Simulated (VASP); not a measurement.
Set up this calculation in VASP 6.6.1, as the native input.

```
Task                   : relaxation of cell and atoms
Functional             : PBE
Potentials or basis    : VASP PAW PBE potentials, release 64 (Cd, Te)
Cutoff                 : 500 eV
k mesh                 : 10 × 10 × 10
Occupations            : gaussian, width 0.02 eV
Spin                   : no spin polarisation
Dipole correction      : no
Further INCAR settings : ALGO = Normal; EDIFF = 1e-07; IBRION = 2; EDIFFG = -0.002; NSW = 100; ISIF = 3
```

The structure of CdTe lies in POSCAR:

```
CdTe
1.0
    0.0000000000      3.3094349698      3.3094349698
    3.3094349698      0.0000000000      3.3094349698
    3.3094349698      3.3094349698      0.0000000000
Cd Te
1 1
Direct
    0.0000000000      0.0000000000      0.0000000000
    0.2500000000      0.2500000000      0.2500000000
```

These files were run (other wordings do the same):

INCAR

```
SYSTEM = CdTe
ALGO = Normal
EDIFF = 1E-7
EDIFFG = -0.002
ENCUT = 500
GGA = PE
GGA_COMPAT = .FALSE.
IBRION = 2
ISIF = 3
ISMEAR = 0
LASPH = .TRUE.
LCHARG = .FALSE.
LREAL = .FALSE.
LWAVE = .FALSE.
NELM = 120
NELMIN = 4
NSW = 100
PREC = Accurate
SIGMA = 0.02
```

KPOINTS

```
k-points
0
G
  10 10 10
  0 0 0
```

Potentials or basis: VASP PAW PBE potentials, release 64 (Cd, Te).

Run with:

```bash
$ cat potpaw_PBE.64/Cd/POTCAR potpaw_PBE.64/Te/POTCAR > POTCAR
$ mpirun -np 1 vasp_std > vasp.out
```

It gave:

```yaml
Relaxed_volume: 36.34 Å³/atom
Relaxed_cell: a = 4.684 Å, b = 4.684 Å, c = 4.684 Å, α = 60.00°, β = 60.00°, γ = 60.00°
Space_group_after_relaxing_to_0.1_Å: F-43m (No. 216)
Energy_gained_by_relaxing: 0.0 meV/atom
Ionic_steps: 3
Pressure_after_relaxing: 0.0 GPa
Band_gap_on_the_k_mesh: 0.57 eV
```

Caveat: semilocal functionals underestimate gaps, and a narrow one can read as zero; spin-orbit coupling is left out, which moves the levels of the heavy elements.

Wall time 2.3 min on 1 thread of Intel Xeon 8259CL (shared host), peak memory 0.24 GiB.
